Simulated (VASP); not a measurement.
# Ru (P6_3/mmc) in VASP: further runs

Ru is run at these levels: PBEsol; tasks: relaxation of shape and atoms at fixed volume.

Everything below comes from runs of VASP 6.6.1. Logs are shortened: lines on timing, memory, paths and dates and some standing lists are left out, and cuts for length are marked.

## Step 1: The cell of the first run

Symmetry: P6_3/mmc, No. 194, hexagonal system. The conventional cell has a = 2.710 Å, b = 2.710 Å, c = 4.280 Å, α = 90.00°, β = 90.00°, γ = 120.00°. Ru (site symmetry -6m2) has 12 Ru at 2.65 to 2.71 Å within 3.5 Å.

## Step 2: Relaxation of shape and atoms at fixed volume, PBEsol (13.61 Å³/atom)

The input, INCAR:

```
SYSTEM = Ru
PREC = Accurate ; ENCUT = 600
EDIFF = 1E-6 ; ISMEAR = -1
SIGMA = 0.15 ; LREAL = .FALSE.
LASPH = .TRUE. ; NELM = 80
ALGO = Fast ; ISIF = 4
LWAVE = .FALSE. ; LCHARG = .FALSE.
GGA = PS ; IBRION = 2
NSW = 80 ; EDIFFG = -0.001
```

The input, KPOINTS:

```
Automatic mesh
0
G
  18 18 10
  0 0 0
```

The input, POSCAR:

```
Ru
1.0
    2.7095190090      0.0000000000      0.0000000000
   -1.3547595045      2.3465122939      0.0000000000
    0.0000000000      0.0000000000      4.2799020030
Ru
2
Direct
    0.3333333333      0.6666666667      0.2500000000
    0.6666666667      0.3333333333      0.7500000000
```

Potentials or basis: VASP PAW PBE potentials, release 64 (Ru_pv).

On the command line:

```bash
$ cat potpaw_PBE.64/Ru_pv/POTCAR > POTCAR
$ mpirun -np 1 vasp_std > vasp.out
```

OUTCAR:

```text
SYSTEM = Ru
   PREC = Accurate
   ENCUT = 600
   EDIFF = 1E-6
   ISMEAR = -1
   LREAL = .FALSE.
   LASPH = .TRUE.
   NELM = 80
   ISIF = 4
   GGA = PS
   IBRION = 2
   NSW = 80
   EDIFFG = -0.001

 ion  position               nearest neighbor table
   1  0.333  0.667  0.250-   2 2.65   2 2.65   2 2.65   2 2.65   2 2.65   2 2.65
   2  0.667  0.333  0.750-   1 2.65   1 2.65   1 2.65   1 2.65   1 2.65   1 2.65

  LATTYP: Found a hexagonal cell.
 ALAT       =     2.7095190090
 C/A-ratio  =     1.5795799877

  Lattice vectors:

 A1 = (   2.7095190090,   0.0000000000,   0.0000000000)
 A2 = (  -1.3547595045,   2.3465122939,   0.0000000000)
 A3 = (   0.0000000000,   0.0000000000,   4.2799020030)

Analysis of symmetry for initial positions (statically):
=====================================================================
 Subroutine PRICEL returns:
 Original cell was already a primitive cell.

 Routine SETGRP: Setting up the symmetry group for a
 hexagonal supercell.

 Subroutine GETGRP returns: Found 24 space group operations
 (whereof 12 operations were pure point group operations)
 out of a pool of 24 trial point group operations.

The static configuration has the point symmetry D_3d.
 The point group associated with its full space group is D_6h.

Analysis of symmetry for dynamics (positions and initial velocities):
=====================================================================
 Subroutine PRICEL returns:
 Original cell was already a primitive cell.

 Routine SETGRP: Setting up the symmetry group for a
 hexagonal supercell.

 Subroutine GETGRP returns: Found 24 space group operations
 (whereof 12 operations were pure point group operations)
 out of a pool of 24 trial point group operations.

The dynamic configuration has the point symmetry D_3d.
 The point group associated with its full space group is D_6h.

 Subroutine INISYM returns: Found 24 space group operations
 (whereof 12 operations are pure point group operations),
 and found     1 'primitive' translations

----------------------------------------------------------------------------------------

                                     Primitive cell

  volume of cell :      27.2113

  direct lattice vectors                    reciprocal lattice vectors
     2.709519009  0.000000000  0.000000000     0.369069195  0.213082199  0.000000000
    -1.354759505  2.346512294  0.000000000     0.000000000  0.426164398  0.000000000
     0.000000000  0.000000000  4.279902003     0.000000000  0.000000000  0.233650210

  length of vectors
     2.709519009  2.709519009  4.279902003     0.426164398  0.426164398  0.233650210

  position of ions in fractional coordinates (direct lattice)
     0.333333333  0.666666667  0.250000000
     0.666666667  0.333333333  0.750000000

  ion indices of the primitive-cell ions
   primitive index   ion index
                 1           1
                 2           2

----------------------------------------------------------------------------------------

 KPOINTS: Automatic mesh

Automatic generation of k-mesh.
 Grid dimensions read from file:
 generate k-points for:   18   18   10

 Generating k-lattice:

  Cartesian coordinates                     Fractional coordinates (reciprocal lattice)
     0.020503844  0.011837900  0.000000000     0.055555556  0.000000000  0.000000000
     0.000000000  0.023675800  0.000000000     0.000000000  0.055555556  0.000000000
     0.000000000  0.000000000  0.023365021     0.000000000  0.000000000  0.100000000

  Length of vectors
     0.023675800  0.023675800  0.023365021

  Shift w.r.t. Gamma in fractional coordinates (k-lattice)
     0.000000000  0.000000000  0.000000000

 Subroutine IBZKPT returns following result:
 ===========================================

 Found    222 irreducible k-points:

 Following reciprocal coordinates:
            Coordinates               Weight
  0.000000  0.000000  0.000000      1.000000
  0.055556  0.000000  0.000000      6.000000
  0.111111  0.000000  0.000000      6.000000
  0.166667  0.000000  0.000000      6.000000
  0.222222 -0.000000  0.000000      6.000000
  0.277778  0.000000  0.000000      6.000000
[... 16 lines left out ...]
  0.333333  0.111111  0.000000     12.000000
  0.388889  0.111111  0.000000     12.000000
 [... further k-points ...]
   k-points           NKPTS =    222   k-points in BZ     NKDIM =    222   number of bands    NBANDS=     18
   number of dos      NEDOS =    301   number of ions     NIONS =      2
   total plane-waves  NPLWV =  20736
   dimension x,y,z NGX =    24 NGY =   24 NGZ =   36
   dimension x,y,z NGXF=    48 NGYF=   48 NGZF=   72
   ions per type =               2
   NGX,Y,Z   is equivalent  to a cutoff of  14.73, 14.73, 13.98 a.u.
   NGXF,Y,Z  is equivalent  to a cutoff of  29.45, 29.45, 27.97 a.u.
 SYSTEM =  Ru
   PREC   = accura    normal or accurate (medium, high low for compatibility)
   ISTART =      0    job   : 0-new  1-cont  2-samecut
   ICHARG =      2    charge: 1-file 2-atom 10-const
   ISPIN  =      1    spin polarized calculation?
   LNONCOLLINEAR =      F non collinear calculations
   LSORBIT =      F    spin-orbit coupling
   LASPH  =      T    aspherical Exc in radial PAW
   ENCUT  =  600.0 eV  44.10 Ry    6.64 a.u.   5.41  5.41  8.55*2*pi/ulx,y,z
   NELM   =     80;   NELMIN=  2; NELMDL= -5     # of ELM steps
   EDIFF  = 0.1E-05   stopping-criterion for ELM
   LREAL  =      F    real-space projection
   EDIFFG = -.1E-02   stopping-criterion for IOM
   NSW    =     80    number of steps for IOM
   IBRION =      2    ionic relax: 0-MD 1-quasi-New 2-CG
   NFREE  =      1    steps in history (QN), initial steepest desc. (CG)
   ISIF   =      4    stress and relaxation
   ISYM   =      2    0-nonsym 1-usesym 2-fastsym
   POTIM  = 0.5000    time-step for ionic-motion
   TEBEG  =    0.0;   TEEND  =   0.0 temperature during run
   PSTRESS=    0.0 pullay stress
   NELECT =      28.0000    total number of electrons
   NUPDOWN=      -1.0000    fix difference up-down
   EMIN   =  10.00;   EMAX   =-10.00  energy-range for DOS
   EFERMI =   0.00;   METHOD = LEGACY
   ISMEAR =    -1;   SIGMA  =   0.15  broadening in eV -4-tet -1-fermi 0-gaus
   EFERMI_NEDOS =   21; number of points for ismear=-14 and -15
   IALGO  =     68    algorithm
   IMIX   =      4    mixing-type and parameters
     AMIX     =   0.40;   BMIX     =  1.00
     AMIX_MAG =   1.60;   BMIX_MAG =  1.00
  volume/ion in A,a.u.               =      13.61        91.82
  Fermi-wavevector in a.u.,A,eV,Ry     =   1.652765  3.123274 37.166131  2.731634
  Thomas-Fermi vector in A             =   2.741319
   LORBIT       =      0    0 simple, 1 ext, 2 COOP (PROOUT), +10 PAW based schemes
   GGA     = PS    functional components
   LHFCALC =     F    Hartree Fock is set to
   AEXX    =    0.0000 exact exchange contribution
   IVDW    =     0    specifies the selected vdW correction
   LEPSILON=     F    determine dielectric tensor
   LRPA    =     F    only Hartree local field effects (RPA)
 conjugate gradient relaxation of ions
 non-spin polarized calculation
 RMM-DIIS sequential band-by-band and
  energy-cutoff  :      600.00
  volume of cell :       27.21
 maximum number of plane-waves:       935
 NGX is ok and might be reduce to    24
   NGX = 11   NGY = 11   NGZ = 17

--------------------------------------- Ionic step        1  -------------------------------------------

 number of electron      28.0000002 magnetization

 Free energy of the ion-electron system (eV)
  ---------------------------------------------------
  ext. energy  EPLUGINS =         0.00000000
  ---------------------------------------------------
  free energy    TOTEN  =       -20.39116823 eV

  energy without entropy =      -20.26654121  energy(sigma->0) =      -20.32885472

------------------------ aborting loop because EDIFF is reached ----------------------------------------

  FORCE on cell =-STRESS in cart. coord.  units (eV):
  Direction    XX          YY          ZZ          XY          YZ          ZX
  --------------------------------------------------------------------------------------
  -------------------------------------------------------------------------------------
  Total       -1.0912962     -1.0912962     -1.1579489      0.0000000      0.0000000      0.0000000
  in kB      -64.2546213    -64.2546213    -68.1790778      0.0000000      0.0000000      0.0000000
  external PRESSURE =     -65.5627735 kB  Pullay stress =       0.0000000 kB
[... 273 lines left out ...]
  energy  without entropy=      -20.2665761297  energy(sigma->0) =      -20.32888171

--------------------------------------- Ionic step        9  -------------------------------------------

 number of electron      28.0000002 magnetization

 Free energy of the ion-electron system (eV)
  ---------------------------------------------------
  ext. energy  EPLUGINS =         0.00000000
  ---------------------------------------------------
  free energy    TOTEN  =       -20.39118756 eV

  energy without entropy =      -20.26657746  energy(sigma->0) =      -20.32888251

 E-fermi :  12.6737     XC(G=0): -14.2668

 val. band max:       12.6543200696   @ k =   0.1667   0.1111   0.3000
 cond. band min:      12.6745716169   @ k =   0.2222   0.1111   0.1000
 fundamental gap:      0.0202515474
 Fermi energy:        12.6736999250

 k-point     1 :       0.0000    0.0000    0.0000
  band No.  band energies     occupation
      1     -30.9329      2.00000
      2     -29.9991      2.00000
      3     -29.9991      2.00000
      4     -29.8268      2.00000
      5     -29.8268      2.00000
      6     -29.7840      2.00000
[... 10 lines left out ...]
     17      13.8535      0.00077
     18      13.9240      0.00048
[... 466 lines left out ...]
      2     -30.5083      2.00000
      3     -30.4525      2.00000
      4     -30.2651      2.00000
      5     -30.0766      2.00000
      6     -29.9973      2.00000
[... 10 lines left out ...]
     17      16.3830      0.00000
     18      20.0047      0.00000

 [... further k-points ...]

------------------------ aborting loop because EDIFF is reached ----------------------------------------

  FORCE on cell =-STRESS in cart. coord.  units (eV):
  Direction    XX          YY          ZZ          XY          YZ          ZX
  --------------------------------------------------------------------------------------
  -------------------------------------------------------------------------------------
  Total       -1.1210333     -1.1210333     -1.1231069      0.0000000      0.0000000     -0.0000000
  in kB      -66.0055178    -66.0055178    -66.1276064      0.0000000      0.0000000     -0.0000000
  external PRESSURE =     -66.0462140 kB  Pullay stress =       0.0000000 kB
[... 17 lines left out ...]
  FREE ENERGIE OF THE ION-ELECTRON SYSTEM (eV)
  ---------------------------------------------------
  free  energy   TOTEN  =       -20.3911875626 eV

  energy  without entropy=      -20.2665774563  energy(sigma->0) =      -20.32888251

 reached required accuracy - stopping structural energy minimisation
```

Wall time 4.2 min (1 thread of Intel Xeon Platinum 8259CL at 2.50GHz (Skylake/Cascade Lake), shared host); peak memory 0.24 GiB.

What came out:

| Item | Value |
| --- | --- |
| Free energy | -20.3912 eV |
| Energy gained by relaxing | 0.0 meV/atom |
| Ionic steps | 9 |
| Pressure after relaxing | -6.6 GPa |
| Band gap on the k mesh | zero (bands 14 and 15 overlap by 3.11 eV) |

Final structure:
```
Ru
1.0
     2.71027    0.00000    0.00000
    -1.35514    2.34716    0.00000
     0.00000    0.00000    4.27752
Ru
2
Direct
  0.33333 0.66667 0.25000
  0.66667 0.33333 0.75000
```

Levels at points of the mesh, in eV from the Fermi level:
```tsv
k point	band 10	band 11	band 12	band 13	band 14	band 15	band 16	band 17	band 18
(0.00, 0.00, 0.00)	-2.61	-2.41	-1.92	-1.92	-1.42	-1.42	1.18	1.18	1.25
(0.50, 0.00, 0.00)	-3.04	-2.07	-1.85	-1.52	1.41	1.83	1.93	4.03	6.06
(0.00, 0.00, 0.50)	-2.78	-2.78	-2.78	-2.73	-2.73	0.54	0.54	0.54	0.54
(0.50, 0.00, 0.50)	-4.53	-1.08	-1.08	0.42	0.42	1.67	1.67	3.34	3.34
```

Caveat: the PAW data sets were made with another functional, which shifts forces and pressure a little.

## Step 3: Relaxation of shape and atoms at fixed volume, PBEsol (12.12 Å³/atom)

This run uses another cell than the first one, of 12.12 Å³/atom.

The input, INCAR:

```
ALGO     = Fast           # electronic algorithm
EDIFF    = 1E-7           # SCF threshold, eV
EDIFFG   = -0.01          # ionic threshold
ENCUT    = 600            # plane-wave cutoff, eV
GGA      = PS             # functional
IBRION   = 2              # ionic algorithm
ISIF     = 4              # what is computed and relaxed
ISMEAR   = 0              # smearing method
LASPH    = True           # aspherical terms in the spheres
LCHARG   = False          # write CHGCAR
LREAL    = False          # projectors in reciprocal space
LWAVE    = False          # write WAVECAR
NELM     = 100            # most SCF steps
NSW      = 50             # ionic steps
PREC     = Accurate       # precision mode
SIGMA    = 0.1            # smearing width, eV
```

The input, KPOINTS:

```
k-points
0
Gamma
  18 18 10
```

The input, POSCAR:

```
Ru
1.0
    2.6040669354      0.0000000000      0.0000000000
   -1.3020334677      2.2551881192      0.0000000000
    0.0000000000      0.0000000000      4.1273674609
Ru
2
Direct
    0.3333333333      0.6666666667      0.2500000000
    0.6666666667      0.3333333333      0.7500000000
```

Potentials or basis: VASP PAW PBE potentials, release 64 (Ru_pv).

On the command line:

```bash
$ cat potpaw_PBE.64/Ru_pv/POTCAR > POTCAR
$ mpirun -np 1 vasp_std > vasp.out
```

Wall time 2.3 min (1 thread of Intel Xeon Platinum 8559C (Emerald Rapids), shared host); peak memory 0.23 GiB.

It converged, with:

| Property | Result |
| --- | --- |
| Free energy | -20.0624 eV |
| Energy gained by relaxing | 0.0 meV/atom |
| Ionic steps | 3 |
| Pressure after relaxing | 41.1 GPa |
| Band gap on the k mesh | zero (bands 14 and 15 overlap by 3.74 eV) |

Final structure:
```
Ru
1.0
     2.60301    0.00000    0.00000
    -1.30151    2.25428    0.00000
     0.00000    0.00000    4.13071
Ru
2
Cartesian
  0.0000 1.5029 1.0327
  1.3015 0.7514 3.0980
```

Levels at points of the mesh, in eV from the Fermi level:
```
           k point  band 11  band 12  band 13  band 14  band 15  band 16  band 17  band 18
(0.00, 0.00, 0.00)    -2.90    -2.27    -2.27    -1.61    -1.61     1.39     1.42     1.42
(0.50, 0.00, 0.00)    -2.42    -1.98    -1.77     1.78     2.28     2.34     4.77     7.02
(0.00, 0.00, 0.50)    -3.27    -3.27    -3.11    -3.11     0.68     0.68     0.68     0.68
(0.50, 0.00, 0.50)    -1.24    -1.24     0.54     0.54     2.08     2.08     3.88     3.88
```

Caveat: the PAW data sets were made with another functional, which shifts forces and pressure a little.

## Step 4: Relaxation of shape and atoms at fixed volume, PBEsol (12.52 Å³/atom)

This run uses another cell than the first one, of 12.52 Å³/atom.

The input, INCAR:

```
PREC     = Accurate       # precision mode
ENCUT    = 600            # plane-wave cutoff, eV
EDIFF    = 1E-6           # SCF threshold, eV
ISMEAR   = 0              # smearing method
SIGMA    = 0.1            # smearing width, eV
LREAL    = F              # projectors in reciprocal space
LASPH    = T              # aspherical terms in the spheres
NELM     = 60             # most SCF steps
ALGO     = Fast           # electronic algorithm
ISIF     = 4              # what is computed and relaxed
LWAVE    = F              # write WAVECAR
LCHARG   = F              # write CHGCAR
GGA      = PS             # functional
IBRION   = 2              # ionic algorithm
NSW      = 50             # ionic steps
EDIFFG   = -0.01          # ionic threshold
```

The input, KPOINTS:

```
Automatic mesh
0
Gamma
  18 18 10
```

The input, POSCAR:

```
Ru
1.0
    2.6334499578      0.0000000000      0.0000000000
   -1.3167249789      2.2806345631      0.0000000000
    0.0000000000      0.0000000000      4.1688257580
Ru
2
Direct
    0.3333333333      0.6666666667      0.2500000000
    0.6666666667      0.3333333333      0.7500000000
```

On the command line:

```bash
$ cat potpaw_PBE.64/Ru_pv/POTCAR > POTCAR
$ mpirun -np 1 vasp_std > vasp.out
```

It took 1.7 min on 1 thread of Intel Xeon Platinum 8559C (Emerald Rapids), shared host; peak memory 0.23 GiB.

It converged, with:

```
Free energy               : -20.2270 eV
Energy gained by relaxing : 0.0 meV/atom
Ionic steps               : 3
Pressure after relaxing   : 24.9 GPa
Band gap on the k mesh    : zero (bands 14 and 15 overlap by 3.55 eV)
```

Final structure:
```
Ru
1.0
     2.63220    0.00000    0.00000
    -1.31610    2.27955    0.00000
     0.00000    0.00000    4.17280
Ru
2
Cartesian
  0.0000 1.5197 1.0432
  1.3161 0.7598 3.1296
```

Levels at points of the mesh, in eV from the Fermi level:
```tsv
k point	band 12	band 13	band 14	band 15	band 16	band 17
(0.00, 0.00, 0.00)	-2.16	-2.16	-1.54	-1.54	1.34	1.35
(0.50, 0.00, 0.00)	-1.94	-1.70	1.68	2.15	2.22	4.55
(0.00, 0.00, 0.50)	-3.12	-3.00	-3.00	0.65	0.65	0.65
(0.50, 0.00, 0.50)	-1.19	0.50	0.50	1.96	1.96	3.73
```

Caveat: the PAW data sets were made with another functional, which shifts forces and pressure a little.

## Step 5: The runs side by side

| cell | smearing | gap on the mesh (eV) | pressure (GPa) |
| --- | --- | --- | --- |
| relaxed from a = 2.710, b = 2.710, c = 4.280 Å, angles 90.0, 90.0, 120.0°, 2 atoms | fermi-dirac 0.15 eV | none | -6.6 |
| relaxed from a = 2.604, b = 2.604, c = 4.127 Å, angles 90.0, 90.0, 120.0°, 2 atoms | gaussian 0.1 eV | none | 41.1 |
| relaxed from a = 2.633, b = 2.633, c = 4.169 Å, angles 90.0, 90.0, 120.0°, 2 atoms | gaussian 0.1 eV | none | 24.9 |

Alike in all rows: task relaxation of shape and atoms at fixed volume; level PBEsol; potentials or basis VASP PAW PBE potentials, release 64 (Ru_pv); no spin polarisation; k mesh 18 × 18 × 10; cutoff (eV) 600.

Caveats: the PAW data sets were made with another functional, which shifts forces and pressure a little.

Absolute energies hang on the potentials; compare differences alone.
